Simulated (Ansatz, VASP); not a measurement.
**Ti4C: VASP beside Ansatz**

```
CELL_PARAMETERS angstrom
0.00000 4.23356 4.23356
4.23356 0.00000 4.23356
4.23356 4.23356 0.00000
ATOMIC_POSITIONS crystal
Ti 0.38465 0.84606 0.38465
Ti 0.38465 0.38465 0.38465
Ti 0.84606 0.38465 0.38465
Ti 0.38465 0.38465 0.84606
C 0.25000 0.25000 0.25000
```

Alike in both runs: task single point; functional PBE; k mesh 4 × 4 × 4; occupations gaussian, width 0.1 eV; collinear spin.

|  | VASP | Ansatz |
| --- | --- | --- |
| version | VASP 6.6.1 | Ansatz 0.2.0 |
| potentials or method | VASP PAW PBE potentials, release 64 (Ti_sv, C), cutoff 520 eV | scalar-relativistic, plane waves, PAW |
| valence electrons in the cell | 52 | 52 |

|  | VASP | Ansatz | Ansatz less VASP |
| --- | --- | --- | --- |
| gap on the k mesh at the Fermi level (eV) | none | none | - |
| pressure (GPa) | 2.2 | 2.1 | -0.03 |
| rms of the force components (eV/Å) | 0.300 | 0.287 | -0.0138 |
| net moment per atom (μB) | 1.58 | 1.58 | -0.001 |
| size of the moment on the site where the two differ most (μB) | 1.31 | 0.90 | -0.409 |

Site moments also hang on the region over which each program counts them. Atom by atom the forces differ by 0.014 eV/Å (rms over components). A gap of «none» marks a metal or a gap that the smearing closes.
